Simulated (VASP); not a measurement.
# CuAu in VASP: notebook, part 2 of 2

VASP 6.6.1.

## (3) Single point, PBEsol-based global hybrid with 25 % exact exchange

This run uses another cell than the first one, of 14.56 Å³/atom.

POSCAR

```
CuAu
1.0
    2.8107494552      0.0000000000      0.0000000000
    0.0000000000      2.8107494552      0.0000000000
    0.0000000000      0.0000000000      3.6850000000
Au Cu
1 1
Direct
    0.0000000000      0.0000000000      0.0000000000
    0.5000000000      0.5000000000      0.5000000000
```

INCAR.step1

```
SYSTEM = CuAu
PREC     = Accurate       ! precision mode
ENCUT    = 520            ! plane-wave cutoff, eV
EDIFF    = 1E-5           ! SCF threshold, eV
ISMEAR   = -1             ! smearing method
SIGMA    = 0.05           ! smearing width, eV
LREAL    = .FALSE.        ! projectors in reciprocal space
LASPH    = .TRUE.         ! aspherical terms in the spheres
NELM     = 60             ! most SCF steps
ALGO     = Normal         ! electronic algorithm
ISIF     = 2              ! what is computed and relaxed
LWAVE    = .TRUE.         ! write WAVECAR
LCHARG   = .FALSE.        ! write CHGCAR
GGA      = PE             ! functional
NBANDS   = 18             ! bands
```

INCAR.step2

```
SYSTEM = CuAu
PREC     = Accurate       ! precision mode
ENCUT    = 520            ! plane-wave cutoff, eV
EDIFF    = 1E-6           ! SCF threshold, eV
ISMEAR   = -1             ! smearing method
SIGMA    = 0.05           ! smearing width, eV
LREAL    = .FALSE.        ! projectors in reciprocal space
LASPH    = .TRUE.         ! aspherical terms in the spheres
NELM     = 60             ! most SCF steps
ALGO     = Normal         ! electronic algorithm
ISIF     = 2              ! what is computed and relaxed
LWAVE    = .FALSE.        ! write WAVECAR
LCHARG   = .FALSE.        ! write CHGCAR
GGA      = PS             ! functional
LHFCALC  = .TRUE.         ! exact exchange
AEXX     = 0.25           ! exact-exchange fraction
PRECFOCK = Normal       
ISTART   = 1            
NBANDS   = 18             ! bands
```

KPOINTS

```
regular mesh
0
G
  5 5 4
  0 0 0
```

Potentials or basis: VASP PAW PBE potentials, release 64 (Au, Cu).

Command:

```
$ cat potpaw_PBE.64/Au/POTCAR potpaw_PBE.64/Cu/POTCAR > POTCAR
$ cp INCAR.step1 INCAR
$ mpirun -np 1 vasp_std > vasp.out
$ cp INCAR.step2 INCAR
$ mpirun -np 1 vasp_std > vasp.out
```

OUTCAR:

```text
SYSTEM = CuAu
   PREC = Accurate
   ENCUT = 520
   EDIFF = 1E-6
   ISMEAR = -1
   LREAL = .FALSE.
   LASPH = .TRUE.
   NELM = 60
   ISIF = 2
   GGA = PS
   LHFCALC = .TRUE.
   AEXX = 0.25
   PRECFOCK = Normal
   ISTART = 1

 ion  position               nearest neighbor table
   1  0.000  0.000  0.000-   2 2.71   2 2.71   2 2.71   2 2.71   2 2.71   2 2.71   2 2.71   2 2.71

   2  0.500  0.500  0.500-   1 2.71   1 2.71   1 2.71   1 2.71   1 2.71   1 2.71   1 2.71   1 2.71

  LATTYP: Found a simple tetragonal cell.
 ALAT       =     2.8107494552
 C/A-ratio  =     1.3110382333

  Lattice vectors:

 A1 = (   2.8107494552,   0.0000000000,   0.0000000000)
 A2 = (   0.0000000000,   2.8107494552,   0.0000000000)
 A3 = (   0.0000000000,   0.0000000000,   3.6850000000)

Analysis of symmetry for initial positions (statically):
=====================================================================
 Subroutine PRICEL returns:
 Original cell was already a primitive cell.

 Routine SETGRP: Setting up the symmetry group for a
 simple tetragonal supercell.

 Subroutine GETGRP returns: Found 16 space group operations
 (whereof 16 operations were pure point group operations)
 out of a pool of 16 trial point group operations.

The static configuration has the point symmetry D_4h.

Analysis of symmetry for dynamics (positions and initial velocities):
=====================================================================
 Subroutine PRICEL returns:
 Original cell was already a primitive cell.

 Routine SETGRP: Setting up the symmetry group for a
 simple tetragonal supercell.

 Subroutine GETGRP returns: Found 16 space group operations
 (whereof 16 operations were pure point group operations)
 out of a pool of 16 trial point group operations.

The dynamic configuration has the point symmetry D_4h.

 Subroutine INISYM returns: Found 16 space group operations
 (whereof 16 operations are pure point group operations),
[... 113 lines left out ...]
   LORBIT       =      0    0 simple, 1 ext, 2 COOP (PROOUT), +10 PAW based schemes
   GGA     = PS    functional components
   LHFCALC =     T    Hartree Fock is set to
   PRECFOCK=normal    Normal, Fast or Accurate (Low or Medium for compatibility)
   ENCUT4O =  -1.0   cutoff for four orbital integrals eV
   NKREDX  =     1    reduce k-point grid by
   NKREDY  =     1    reduce k-point grid by
   NKREDZ  =     1    reduce k-point grid by
   AEXX    =    0.2500 exact exchange contribution
   HFSCREEN=    0.0000 screening length (either q_TF or 0.3 A-1)
   HFSCREENC=   0.0000 screening length for correlation (either q_TF or 0.3 A-1)
   ENCUTFOCK=  -1.0 apply spherical cutoff to Coloumb kernel
   IVDW    =     0    specifies the selected vdW correction
   LEPSILON=     F    determine dielectric tensor
   LRPA    =     F    only Hartree local field effects (RPA)
 non-spin polarized calculation
  energy-cutoff  :      520.00
  volume of cell :       29.11
 maximum number of plane-waves:       802
 NGX is ok and might be reduce to    24
  NGX = 16; NGY = 16; NGZ = 24

 number of electron      22.0000010 magnetization

 Free energy of the ion-electron system (eV)
  ---------------------------------------------------
  ext. energy  EPLUGINS =         0.00000000
  ---------------------------------------------------
  free energy    TOTEN  =        -8.71286072 eV

  energy without entropy =       -8.70756820  energy(sigma->0) =       -8.71021446

 E-fermi :   8.3529     XC(G=0): -10.0224

 val. band max:        8.3273933469   @ k =   0.4000   0.2000   0.5000
 cond. band min:       9.1823275412   @ k =   0.4000   0.4000   0.2500
 fundamental gap:      0.8549341943
 Fermi energy:         8.3529346148

 k-point     1 :       0.0000    0.0000    0.0000
  band No.  band energies     occupation
      1      -2.9253      2.00000
      2       0.0622      2.00000
      3       0.1633      2.00000
      4       2.6686      2.00000
      5       2.6686      2.00000
      6       3.6678      2.00000
[... 355 lines left out ...]
      5       3.1532      2.00000
      6       3.2154      2.00000
[... 10 lines left out ...]
     17      20.2386      0.00000
     18      21.8695      0.00000

------------------------ aborting loop because EDIFF is reached ----------------------------------------

  FORCE on cell =-STRESS in cart. coord.  units (eV):
  Direction    XX          YY          ZZ          XY          YZ          ZX
  --------------------------------------------------------------------------------------
  -------------------------------------------------------------------------------------
  Total       -0.7268960     -0.7268960     -0.7683700      0.0000000      0.0000000     -0.0000000
  in kB      -40.0037842    -40.0037842    -42.2862519      0.0000000      0.0000000     -0.0000000
  external PRESSURE =     -40.7646068 kB  Pullay stress =       0.0000000 kB

 VOLUME and BASIS-vectors are now :
 -----------------------------------------------------------------------------
  energy-cutoff  :      520.00
  volume of cell :       29.11
      direct lattice vectors                 reciprocal lattice vectors
     2.810749455  0.000000000  0.000000000     0.355776997  0.000000000  0.000000000
     0.000000000  2.810749455  0.000000000     0.000000000  0.355776997  0.000000000
     0.000000000  0.000000000  3.685000000     0.000000000  0.000000000  0.271370421

 POSITION                                       TOTAL-FORCE (eV/Angst)
 -----------------------------------------------------------------------------------
      0.00000      0.00000      0.00000         0.000000      0.000000      0.000000
      1.40537      1.40537      1.84250         0.000000      0.000000      0.000000
 -----------------------------------------------------------------------------------
    total drift:                               -0.000000     -0.000000     -0.000000

  FREE ENERGIE OF THE ION-ELECTRON SYSTEM (eV)
  ---------------------------------------------------
  free  energy   TOTEN  =        -8.7128607187 eV

  energy  without entropy=       -8.7075682037  energy(sigma->0) =       -8.71021446
```

OUTCAR.step1:

```text
SYSTEM = CuAu
   PREC = Accurate
   ENCUT = 520
   EDIFF = 1E-5
   ISMEAR = -1
   LREAL = .FALSE.
[... 593 lines left out ...]
      0.00000      0.00000      0.00000         0.000000      0.000000      0.000000
      1.40537      1.40537      1.84250         0.000000      0.000000      0.000000
 -----------------------------------------------------------------------------------
    total drift:                                0.000000      0.000000     -0.000000

  FREE ENERGIE OF THE ION-ELECTRON SYSTEM (eV)
  ---------------------------------------------------
  free  energy   TOTEN  =        -7.1512416464 eV

  energy  without entropy=       -7.1456591014  energy(sigma->0) =       -7.14845037
```

OSZICAR.step1:

```text
N       E                     dE             d eps       ncg     rms          rms(c)
DAV:   1     0.128783423566E+03    0.12878E+03   -0.11081E+04   696   0.175E+03
DAV:   2    -0.290348703897E+01   -0.13169E+03   -0.12394E+03   658   0.301E+02
DAV:   3    -0.804016631336E+01   -0.51367E+01   -0.50745E+01   760   0.694E+01
DAV:   4    -0.811283217635E+01   -0.72666E-01   -0.72604E-01   834   0.682E+00
DAV:   5    -0.811440232871E+01   -0.15702E-02   -0.15701E-02   856   0.104E+00    0.114E+01
DAV:   6    -0.754959707948E+01    0.56481E+00   -0.64549E+00   692   0.688E+01    0.534E+00
DAV:   7    -0.721559569798E+01    0.33400E+00   -0.24824E+00   784   0.705E+01    0.540E+00
DAV:   8    -0.715813686299E+01    0.57459E-01   -0.19787E-01   916   0.112E+01    0.258E+00
DAV:   9    -0.715140829272E+01    0.67286E-02   -0.15770E-02   972   0.295E+00    0.107E-01
DAV:  10    -0.715124522729E+01    0.16307E-03   -0.18377E-03   816   0.502E-01    0.824E-02
DAV:  11    -0.715124164640E+01    0.35809E-05   -0.60842E-05   788   0.877E-02
   1 F= -.71512416E+01 E0= -.71484504E+01  d E =-.558255E-02
```

Run time: 33 min. Hardware: 1 thread of Oxide Virtual Turin-like, shared host; peak memory 0.14 GiB.

What came out:

```yaml
Free_energy: -8.7129 eV
Pressure: -4.1 GPa
Band_gap_on_the_k_mesh: zero (bands 11 and 12 overlap by 6.87 eV)
```

Caveat: the k points lie up to 0.45 Å⁻¹ apart, too coarse for converged energies and pressures of a metal; the PAW data sets were made with another functional, which shifts forces and pressure a little; spin-orbit coupling is left out, which moves the levels of the heavy elements.
